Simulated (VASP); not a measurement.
# W (Im-3m) in VASP: further runs

Runs on W. Level: LDA. Tasks: single point, relaxation of cell and atoms.

All numbers are computed with VASP 6.6.1; they aren't measurements. Logs are shortened: lines on timing, memory, paths and dates and some standing lists are left out, and cuts for length are marked.

## Step 1: The cell of the first run

It takes space group Im-3m (No. 229, cubic). Conventional cell: a = 3.137 Å, b = 3.137 Å, c = 3.137 Å, α = 90.00°, β = 90.00°, γ = 90.00°. W (site symmetry m-3m) has 14 W at 2.72 to 3.14 Å within 3.6 Å.

## Step 2: Single point, LDA

INCAR

```
ALGO     = Normal         # electronic algorithm
EDIFF    = 1E-7           # SCF threshold, eV
ENCUT    = 520            # plane-wave cutoff, eV
ISIF     = 2              # what is computed and relaxed
ISMEAR   = 0              # smearing method
LASPH    = T              # aspherical terms in the spheres
LCHARG   = F              # write CHGCAR
LREAL    = F              # projectors in reciprocal space
LWAVE    = F              # write WAVECAR
NBANDS   = 13             # bands
NELM     = 80             # most SCF steps
PREC     = Accurate       # precision mode
SIGMA    = 0.1            # smearing width, eV
```

KPOINTS

```
k-points
0
Gamma
  8 8 8
```

POSCAR

```
W
1.0
   -1.5687172926      1.5687172926      1.5687172926
    1.5687172926     -1.5687172926      1.5687172926
    1.5687172926      1.5687172926     -1.5687172926
W
1
Direct
    0.0000000000      0.0000000000      0.0000000000
```

Potentials or basis: VASP PAW LDA potentials, release 64 (W_sv).

Command:

```console
> cat potpaw_LDA.64/W_sv/POTCAR > POTCAR
> mpirun -np 1 vasp_std > vasp.out
```

OUTCAR:

```text
EDIFF = 1E-7
   ENCUT = 520
   ISIF = 2
   ISMEAR = 0
   LASPH = T
   LREAL = F
   NELM = 80
   PREC = Accurate

 ion  position               nearest neighbor table
   1  0.000  0.000  0.000-

  LATTYP: Found a body centered cubic cell.
 ALAT       =     3.1374345852

  Lattice vectors:

 A1 = (  -1.5687172926,   1.5687172926,   1.5687172926)
 A2 = (   1.5687172926,  -1.5687172926,   1.5687172926)
 A3 = (   1.5687172926,   1.5687172926,  -1.5687172926)

Analysis of symmetry for initial positions (statically):
=====================================================================
 Subroutine PRICEL returns:
 Original cell was already a primitive cell.

 Routine SETGRP: Setting up the symmetry group for a
 body centered cubic supercell.

 Subroutine GETGRP returns: Found 48 space group operations
 (whereof 48 operations were pure point group operations)
 out of a pool of 48 trial point group operations.

The static configuration has the point symmetry O_h .

Analysis of symmetry for dynamics (positions and initial velocities):
=====================================================================
 Subroutine PRICEL returns:
 Original cell was already a primitive cell.

 Routine SETGRP: Setting up the symmetry group for a
 body centered cubic supercell.

 Subroutine GETGRP returns: Found 48 space group operations
 (whereof 48 operations were pure point group operations)
 out of a pool of 48 trial point group operations.

The dynamic configuration has the point symmetry O_h .

 Subroutine INISYM returns: Found 48 space group operations
 (whereof 48 operations are pure point group operations),
 and found     1 'primitive' translations

----------------------------------------------------------------------------------------

                                     Primitive cell

  volume of cell :      15.4417

  direct lattice vectors                    reciprocal lattice vectors
    -1.568717293  1.568717293  1.568717293     0.000000000  0.318731745  0.318731745
     1.568717293 -1.568717293  1.568717293     0.318731745  0.000000000  0.318731745
     1.568717293  1.568717293 -1.568717293     0.318731745  0.318731745  0.000000000

  length of vectors
     2.717098053  2.717098053  2.717098053     0.450754756  0.450754756  0.450754756

  position of ions in fractional coordinates (direct lattice)
     0.000000000  0.000000000  0.000000000

  ion indices of the primitive-cell ions
   primitive index   ion index
                 1           1

----------------------------------------------------------------------------------------

 KPOINTS: k-points

Automatic generation of k-mesh.
 Grid dimensions read from file:
 generate k-points for:    8    8    8

 Generating k-lattice:

  Cartesian coordinates                     Fractional coordinates (reciprocal lattice)
     0.000000000  0.039841468  0.039841468     0.125000000  0.000000000  0.000000000
     0.039841468  0.000000000  0.039841468     0.000000000  0.125000000  0.000000000
     0.039841468  0.039841468  0.000000000     0.000000000  0.000000000  0.125000000

  Length of vectors
     0.056344345  0.056344345  0.056344345

  Shift w.r.t. Gamma in fractional coordinates (k-lattice)
     0.000000000  0.000000000  0.000000000

 Subroutine IBZKPT returns following result:
 ===========================================

 Found     29 irreducible k-points:

 Following reciprocal coordinates:
            Coordinates               Weight
  0.000000  0.000000  0.000000      1.000000
  0.125000  0.000000  0.000000     12.000000
  0.250000  0.000000  0.000000     12.000000
  0.375000  0.000000  0.000000     12.000000
  0.500000  0.000000  0.000000      6.000000
  0.125000  0.125000  0.000000     24.000000
[... 16 lines left out ...]
 -0.250000  0.250000  0.250000      6.000000
 -0.375000  0.375000  0.250000     24.000000
 [... further k-points ...]
   k-points           NKPTS =     29   k-points in BZ     NKDIM =     29   number of bands    NBANDS=     13
   number of dos      NEDOS =    301   number of ions     NIONS =      1
   total plane-waves  NPLWV =   8000
   dimension x,y,z NGX =    20 NGY =   20 NGZ =   20
   dimension x,y,z NGXF=    40 NGYF=   40 NGZF=   40
   ions per type =               1
   NGX,Y,Z   is equivalent  to a cutoff of  12.24, 12.24, 12.24 a.u.
   NGXF,Y,Z  is equivalent  to a cutoff of  24.47, 24.47, 24.47 a.u.
 SYSTEM =  unknown system
   PREC   = accura    normal or accurate (medium, high low for compatibility)
   ISTART =      0    job   : 0-new  1-cont  2-samecut
   ICHARG =      2    charge: 1-file 2-atom 10-const
   ISPIN  =      1    spin polarized calculation?
   LNONCOLLINEAR =      F non collinear calculations
   LSORBIT =      F    spin-orbit coupling
   LASPH  =      T    aspherical Exc in radial PAW
   ENCUT  =  520.0 eV  38.22 Ry    6.18 a.u.   5.05  5.05  5.05*2*pi/ulx,y,z
   NELM   =     80;   NELMIN=  2; NELMDL= -5     # of ELM steps
   EDIFF  = 0.1E-06   stopping-criterion for ELM
   LREAL  =      F    real-space projection
   EDIFFG = 0.1E-05   stopping-criterion for IOM
   NSW    =      0    number of steps for IOM
   IBRION =     -1    ionic relax: 0-MD 1-quasi-New 2-CG
   NFREE  =      0    steps in history (QN), initial steepest desc. (CG)
   ISIF   =      2    stress and relaxation
   ISYM   =      2    0-nonsym 1-usesym 2-fastsym
   POTIM  = 0.5000    time-step for ionic-motion
   TEBEG  =    0.0;   TEEND  =   0.0 temperature during run
   PSTRESS=    0.0 pullay stress
   NELECT =      14.0000    total number of electrons
   NUPDOWN=      -1.0000    fix difference up-down
   EMIN   =  10.00;   EMAX   =-10.00  energy-range for DOS
   EFERMI =   0.00;   METHOD = LEGACY
   ISMEAR =     0;   SIGMA  =   0.10  broadening in eV -4-tet -1-fermi 0-gaus
   EFERMI_NEDOS =   21; number of points for ismear=-14 and -15
   IALGO  =     38    algorithm
   IMIX   =      4    mixing-type and parameters
     AMIX     =   0.40;   BMIX     =  1.00
     AMIX_MAG =   1.60;   BMIX_MAG =  1.00
  volume/ion in A,a.u.               =      15.44       104.21
  Fermi-wavevector in a.u.,A,eV,Ry     =   1.584478  2.994229 34.158378  2.510570
  Thomas-Fermi vector in A             =   2.684089
   LORBIT       =      0    0 simple, 1 ext, 2 COOP (PROOUT), +10 PAW based schemes
   GGA     = CA    functional components
   LHFCALC =     F    Hartree Fock is set to
   AEXX    =    0.0000 exact exchange contribution
   IVDW    =     0    specifies the selected vdW correction
   LEPSILON=     F    determine dielectric tensor
   LRPA    =     F    only Hartree local field effects (RPA)
 non-spin polarized calculation
 Gauss-broadening in eV      SIGMA  =   0.10
  energy-cutoff  :      520.00
  volume of cell :       15.44
 maximum number of plane-waves:       429
   NGX = 11   NGY = 11   NGZ = 11

 number of electron      14.0000004 magnetization

 Free energy of the ion-electron system (eV)
  ---------------------------------------------------
  ext. energy  EPLUGINS =         0.00000000
  ---------------------------------------------------
  free energy    TOTEN  =       -14.10158495 eV

  energy without entropy =      -14.10158289  energy(sigma->0) =      -14.10158392

 E-fermi :  11.4419     XC(G=0): -13.9784

 val. band max:       11.1507153302   @ k =  -0.3750   0.3750   0.2500
 cond. band min:      11.7224816248   @ k =  -0.2500   0.2500   0.1250
 fundamental gap:      0.5717662946
 Fermi energy:        11.4419443585

 k-point     1 :       0.0000    0.0000    0.0000
  band No.  band energies     occupation
      1     -62.0183      2.00000
      2     -25.7839      2.00000
      3     -25.7839      2.00000
      4     -25.7839      2.00000
      5       2.0186      2.00000
      6      10.3974      2.00000
      7      10.3974      2.00000
      8      10.3974      2.00000
      9      13.9487      0.00000
     10      13.9487      0.00000
     11      26.3388      0.00000
     12      26.3388      0.00000
     13      26.3388      0.00000

 k-point     2 :       0.1250    0.0000    0.0000
  band No.  band energies     occupation
      1     -61.9957      2.00000
      2     -26.0092      2.00000
      3     -25.8540      2.00000
      4     -25.7852      2.00000
      5       2.7745      2.00000
      6       9.9560      2.00000
      7      10.2506      2.00000
      8      11.1483      1.99997
      9      13.3898      0.00000
     10      13.9650      0.00000
     11      26.9105      0.00000
     12      27.6260      0.00000
     13      28.0267      0.00000

 k-point     3 :       0.2500    0.0000    0.0000
  band No.  band energies     occupation
      1     -61.9409      2.00000
      2     -26.5282      2.00000
      3     -26.0197      2.00000
      4     -25.7885      2.00000
      5       4.4802      2.00000
      6       9.0422      2.00000
      7       9.8026      2.00000
      8      13.2666      0.00000
      9      13.3206      0.00000
     10      14.1460      0.00000
     11      26.6698      0.00000
     12      28.6551      0.00000
     13      31.0317      0.00000
[... 305 lines left out ...]
 k-point    23 :      -0.2500    0.2500    0.2500
  band No.  band energies     occupation
      1     -61.8735      2.00000
      2     -26.5552      2.00000
      3     -26.2747      2.00000
      4     -26.2747      2.00000
      5       6.5271      2.00000
      6       8.7266      2.00000
      7      11.1495      1.99996
      8      11.1495      1.99996
      9      13.0707      0.00000
     10      15.2828      0.00000
     11      26.4747      0.00000
     12      31.7744      0.00000
     13      31.7744      0.00000

 k-point    24 :      -0.3750    0.3750    0.2500
  band No.  band energies     occupation
      1     -61.8256      2.00000
      2     -26.8502      2.00000
      3     -26.4484      2.00000
      4     -26.3172      2.00000
      5       7.0671      2.00000
      6       7.7534      2.00000
      7      11.1507      1.99996
      8      11.9744      0.00000
      9      15.5408      0.00000
     10      16.2856      0.00000
     11      25.8345      0.00000
     12      28.4178      0.00000
     13      29.4805      0.00000

 [... further k-points ...]
[... 5 lines left out ...]
  --------------------------------------------------------------------------------------
  -------------------------------------------------------------------------------------
  Total        0.1995772      0.1995772      0.1995772      0.0000000      0.0000000     -0.0000000
  in kB       20.7074941     20.7074941     20.7074941      0.0000000      0.0000000     -0.0000000
  external PRESSURE =      20.7074941 kB  Pullay stress =       0.0000000 kB

 VOLUME and BASIS-vectors are now :
 -----------------------------------------------------------------------------
  energy-cutoff  :      520.00
  volume of cell :       15.44
      direct lattice vectors                 reciprocal lattice vectors
    -1.568717293  1.568717293  1.568717293     0.000000000  0.318731745  0.318731745
     1.568717293 -1.568717293  1.568717293     0.318731745  0.000000000  0.318731745
     1.568717293  1.568717293 -1.568717293     0.318731745  0.318731745  0.000000000

 POSITION                                       TOTAL-FORCE (eV/Angst)
 -----------------------------------------------------------------------------------
      0.00000      0.00000      0.00000        -0.000000      0.000000     -0.000000
 -----------------------------------------------------------------------------------
    total drift:                                0.000000      0.000000      0.000000

  FREE ENERGIE OF THE ION-ELECTRON SYSTEM (eV)
  ---------------------------------------------------
  free  energy   TOTEN  =       -14.1015849549 eV

  energy  without entropy=      -14.1015828949  energy(sigma->0) =      -14.10158392
```

Run time: 2.8 s. Hardware: 1 thread of Intel Xeon Platinum 8488C (Sapphire Rapids), shared host; peak memory 0.12 GiB.

What came out:

```yaml
Free_energy: -14.1016 eV
Pressure: 2.1 GPa
Band_gap_on_the_k_mesh: zero (band 7 reaches 17.04 eV, above the bottom of band 8 at 10.40 eV)
```

Caveat: spin-orbit coupling is left out, which moves the levels of the heavy elements.

[end of part 1 of 2]
